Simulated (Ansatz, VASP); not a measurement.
## Two plane-wave programs on Mg5Te2

File INCAR:

```
  ALGO = Normal
  EDIFF = 1E-7
  EDIFFG = -0.08
  ENCUT = 600
  GGA = PE
  IBRION = 2
  ISIF = 3
  ISMEAR = 0
  LASPH = T
  LCHARG = F
  LREAL = F
  LWAVE = F
  NELM = 60
  NSW = 36
  PREC = Accurate
  SIGMA = 0.2
```

File KPOINTS:

```
k-points
0
Gamma
  5 5 2
```

Contents of POSCAR:

```
Mg5Te2
1.0
    3.6000000000      0.0000000000      0.0000000000
   -1.8000000000      3.1176914500      0.0000000000
    0.0000000000      0.0000000000     13.1000000000
Mg Te
5 2
Direct
    0.3333333300      0.6666666700      0.7130000000
    0.6666666700      0.3333333300      0.5800000000
    0.6666666700      0.3333333300      0.2870000000
    0.3333333300      0.6666666700      0.4200000000
    0.0000000000      0.0000000000      0.0000000000
    0.6666666700      0.3333333300      0.8520000000
    0.3333333300      0.6666666700      0.1480000000
```

Input for Ansatz:

```yaml
crystal:
  lattice:
    - [3.6, 0.0, 0.0]
    - [-1.8, 3.11769145, 0.0]
    - [0.0, 0.0, 13.1]
  atoms:
    - { symbol: Mg, position: [0.33333333, 0.66666667, 0.713] }
    - { symbol: Mg, position: [0.66666667, 0.33333333, 0.58] }
    - { symbol: Mg, position: [0.66666667, 0.33333333, 0.287] }
    - { symbol: Mg, position: [0.33333333, 0.66666667, 0.42] }
    - { symbol: Mg, position: [0.0, 0.0, 0.0] }
    - { symbol: Te, position: [0.66666667, 0.33333333, 0.852] }
    - { symbol: Te, position: [0.33333333, 0.66666667, 0.148] }
basis:
  ecutwfc: 420
kpoints:
  mp_grid: { grid: [5, 5, 2] }
hamiltonian:
  xc: pbe
scf:
  occupations: { method: gaussian, width: 0.2 }
  lower_state_search: "off"
output:
  forces: true
  stress: true
  eigenvalues: true
relax:
  adjacent_minimum: "off"
  f_tol: 0.08
  max_steps: 16
  cell: { stress_tol: 0.8 }
```

Alike in both runs: task relaxation of cell and atoms; functional PBE; k mesh 5 × 5 × 2; occupations gaussian, width 0.2 eV; no spin polarisation.

|  | VASP | Ansatz |
| --- | --- | --- |
| version | VASP 6.6.1 | Ansatz 0.2.0 |
| potentials or method | VASP PAW PBE potentials, release 64 (Mg, Te), cutoff 600 eV | scalar-relativistic, plane waves, PAW |
| valence electrons in the cell | 22 | 82 |

|  | VASP | Ansatz | Ansatz less VASP |
| --- | --- | --- | --- |
| gap on the k mesh at the Fermi level, each at its own relaxed structure (eV) | none | none | - |
| relaxed volume (Å³/atom) | 27.72 | 27.97 | +0.255 |
| relaxed cell length with the largest relative difference (Å) | 12.524 | 13.438 | +0.9140 |

A gap of «none» marks a metal or a gap that the smearing closes. One of these differences is far larger than is usual between the two programs; its cause wasn't traced. VASP's potentials hold 22 valence electrons a cell and Ansatz's 82, so a difference there can come from the potentials and not from the codes.

The k mesh is coarse, so the values compare programs but aren't converged. Neither program's run includes spin-orbit coupling. Noted on VASP's run: the volume moved by over 15 % at a fixed basis, so the end points are rough.
